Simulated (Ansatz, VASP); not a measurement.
Two plane-wave programs on Tl

INCAR

```
SYSTEM = Tl
PREC = Accurate
ENCUT = 600
EDIFF = 1E-7
ISMEAR = -1
SIGMA = 0.1
LREAL = .FALSE.
LASPH = .TRUE.
NELM = 100
ALGO = Normal
ISIF = 3
LWAVE = .FALSE.
LCHARG = .FALSE.
GGA = PE
IBRION = 2
NSW = 80
EDIFFG = -0.01
```

File KPOINTS:

```
regular mesh
0
G
  11 11 11
  0 0 0
```

The input POSCAR:

```
Tl
1.0
    0.0000000000      2.4112096569      2.4112096569
    2.4112096569      0.0000000000      2.4112096569
    2.4112096569      2.4112096569      0.0000000000
Tl
1
Direct
    0.0000000000      0.0000000000      0.0000000000
```

Input for Ansatz:

```yaml
crystal:
  lattice:
    - [0.0, 2.4112096569, 2.4112096569]
    - [2.4112096569, 0.0, 2.4112096569]
    - [2.4112096569, 2.4112096569, 0.0]
  atoms:
    - { symbol: Tl, position: [0.0, 0.0, 0.0] }
hamiltonian:
  xc: pbe
  pseudopotentials:
    kind: paw
    azcp:
      Tl: "pseudopotentials/Tl.paw.azcp"
basis:
  ecutwfc: 420
  fft_grid_basis: typed
kpoints:
  mp_grid: { grid: [11, 11, 11], shift: [0, 0, 0] }
magnetization:
  spin_polarized: false
scf:
  occupations: { method: fermi_dirac, width: 0.1 }
relax:
  max_steps: 60
  f_tol: 0.01
  cell: {}
```

Alike in both runs: task relaxation of cell and atoms; functional PBE; k mesh 11 × 11 × 11; occupations fermi-dirac, width 0.1 eV; no spin polarisation.

|  | VASP | Ansatz |
| --- | --- | --- |
| version | VASP 6.6.1 | Ansatz 0.2.0 |
| potentials or method | VASP PAW PBE potentials, release 64 (Tl_d), cutoff 600 eV | plane waves (420 eV) with PAW, scalar-relativistic |
| valence electrons in the cell | 13 | 13 |

Ansatz gave:

- relaxed volume (Å³/atom): 31.26
- relaxed cell length with the largest relative difference (Å): 3.536

Q: Estimate VASP's values.

A: Relaxed volume (Å³/atom): 31.25; relaxed cell length with the largest relative difference (Å): 3.536.

Neither program's run includes spin-orbit coupling.
